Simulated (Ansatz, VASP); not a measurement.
# WSe2: VASP beside Ansatz

```
W Se
1.0
     0.00000    3.38333    3.41511
     5.60826    0.00000    3.41511
     5.60826    3.38333    0.00000
W Se
2 4
Direct
  0.87013 0.12987 0.12987
  0.12987 0.87013 0.87013
  0.75000 0.75000 0.75000
  0.25000 0.25000 0.25000
  0.71996 0.28004 0.71996
  0.28004 0.71996 0.28004
```

Alike in both runs: functional PBE; k mesh 4 × 4 × 4; occupations gaussian, width 0.1 eV; no spin polarisation.

Ansatz relaxed the structure, and its values are those at the end. VASP's run is a single point on that final structure, the one shown.

|  | VASP | Ansatz |
| --- | --- | --- |
| version | VASP 6.6.1 | Ansatz 0.2.0 |
| potentials or method | VASP PAW PBE potentials, release 64 (W_sv, Se), cutoff 520 eV | scalar-relativistic, plane waves, PAW |
| valence electrons in the cell | 52 | 92 |

|  | VASP | Ansatz | Ansatz less VASP |
| --- | --- | --- | --- |
| gap on the k mesh at the Fermi level (eV) | none | none | - |
| pressure (GPa) | 0.2 | 0.0 | -0.21 |
| rms of the force components (eV/Å) | 0.020 | 0.006 | -0.0140 |

A gap of «none» marks a metal or a gap that the smearing closes. VASP's potentials hold 52 valence electrons a cell and Ansatz's 92, so a difference there can come from the potentials and not from the codes.

Neither program's run includes spin-orbit coupling.
